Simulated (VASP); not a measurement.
Write the native input for VASP 6.6.1 that does the following.

- Task: relaxation of cell and atoms
- Functional: LDA
- Potentials or basis: VASP PAW LDA potentials, release 64 (Os)
- Cutoff: 600 eV
- k mesh: 9 × 9 × 9
- Occupations: methfessel-paxton, width 0.05 eV
- Spin: no spin polarisation
- Target pressure: 20 GPa
- Dipole correction: no
- Further INCAR settings: ALGO = Normal; EDIFF = 1e-07; IBRION = 2; EDIFFG = -0.01; NSW = 50; ISIF = 3

The structure of Os lies in POSCAR:

```
Os
1.0
    0.0000000000      1.9450000000      1.9450000000
    1.9450000000      0.0000000000      1.9450000000
    1.9450000000      1.9450000000      0.0000000000
Os
1
Direct
    0.0000000000      0.0000000000      0.0000000000
```

This isn't the form of Os at room conditions, which is hcp.

One way to write it, as run:

INCAR

```
SYSTEM = Os
PREC = Accurate
ENCUT = 600
EDIFF = 1E-7
ISMEAR = 1
SIGMA = 0.05
LREAL = .FALSE.
LASPH = .TRUE.
NELM = 120
ALGO = Normal
ISIF = 3
LWAVE = .FALSE.
LCHARG = .FALSE.
GGA = CA
IBRION = 2
NSW = 50
EDIFFG = -0.01
PSTRESS = 200.0
GGA_COMPAT = .FALSE.
NELMIN = 4
```

KPOINTS

```
regular mesh
0
G
  9 9 9
  0 0 0
```

Potentials or basis: VASP PAW LDA potentials, release 64 (Os).

Run with:

```bash
$ cat potpaw_LDA.64/Os/POTCAR > POTCAR
$ mpirun -np 1 vasp_std > vasp.out
```

It gave:

| Quantity | Value |
| --- | --- |
| Relaxed volume | 13.23 Å³/atom |
| Relaxed cell | a = 2.655 Å, b = 2.655 Å, c = 2.655 Å, α = 60.00°, β = 60.00°, γ = 60.00° |
| Space group after relaxing (to 0.1 Å) | Fm-3m (No. 225) |
| Energy change on relaxing (the run minimises the enthalpy) | -45.9 meV/atom |
| Ionic steps | 16 |
| Pressure after relaxing | 20.0 GPa |
| Band gap on the k mesh | zero (bands 4 and 5 overlap by 3.93 eV) |

Caveat: the cell is relaxed towards a set pressure, so the run minimises the enthalpy, not the energy; spin-orbit coupling is left out, which moves the levels of the heavy elements.

Wall time 56 s on 1 thread of Intel Xeon 8259CL (shared host), peak memory 0.16 GiB.
